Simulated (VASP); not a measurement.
**CsPbBr3: single point with PBEsol**

CsPbBr3:

```xyz
5
Lattice="6.1635 0.0000 0.0000 0.0000 6.1635 0.0000 0.0000 0.0000 5.5765" Properties=species:S:1:pos:R:3 pbc="T T T"
Cs    0.0000    0.0000    0.0000
Pb    3.0817    3.0817    2.7883
Br    0.0000    3.0817    2.7883
Br    3.0817    0.0000    2.7883
Br    3.0817    3.0817    0.0000
```

This cell differs from its parent crystal: strain +0.050 along x and y, -0.050 along z.

```
Program                : VASP 6.6.1
Task                   : single point
Functional             : PBEsol
Potentials or basis    : VASP PAW PBE potentials, release 64 (Cs_sv, Pb_d, Br)
Cutoff                 : 520 eV
k mesh                 : 6 × 6 × 6
Occupations            : gaussian, width 0.05 eV
Spin                   : no spin polarisation
Dipole correction      : no
Further INCAR settings : ALGO = Normal; EDIFF = 1e-07; NBANDS = 30
```

```
Pressure               : -0.4 GPa
Band gap on the k mesh : 1.24 eV
```

Stress tensor (GPa, compression positive):
```
-1.90  0.00  0.00
 0.00 -1.90  0.00
 0.00  0.00  2.63
```

Levels at points of the mesh, in eV from the valence-band top:
| k point | band 18 | band 19 | band 20 | band 21 | band 22 | band 23 | band 24 | band 25 | band 26 | band 27 |
| --- | --- | --- | --- | --- | --- | --- | --- | --- | --- | --- |
| (0.00, 0.00, 0.00) | -2.07 | -1.90 | -1.89 | -1.89 | -1.88 | 2.93 | 4.07 | 4.28 | 4.66 | 5.05 |
| (0.50, 0.00, 0.00) | -2.09 | -2.04 | -2.01 | -1.95 | -1.59 | 2.39 | 4.24 | 4.72 | 4.92 | 4.96 |
| (0.50, 0.50, 0.00) | -2.14 | -2.08 | -2.08 | -1.63 | -1.11 | 2.03 | 2.03 | 5.14 | 5.35 | 5.47 |
| (0.00, 0.00, 0.50) | -2.38 | -2.10 | -1.99 | -1.99 | -0.94 | 2.72 | 4.46 | 4.46 | 4.63 | 5.04 |
| (0.50, 0.00, 0.50) | -2.18 | -2.17 | -2.16 | -1.57 | -0.47 | 1.67 | 2.37 | 4.13 | 5.11 | 5.44 |
| (0.50, 0.50, 0.50) | -2.13 | -1.60 | -1.55 | -1.55 | 0.00 | 1.24 | 1.24 | 1.95 | 4.44 | 5.05 |

Wall time 3.7 min on 1 thread of Intel(R) Xeon(R) Platinum 8259CL CPU @ 2.50GHz (Skylake/Cascade Lake), on a shared host, peak memory 0.45 GiB.

Caveat: the cell differs from its parent crystal (strain +0.050 along x and y, -0.050 along z); the PAW data sets were made with another functional, which shifts forces and pressure a little; spin-orbit coupling is left out, which moves the levels of the heavy elements. A k mesh can miss the band edges.
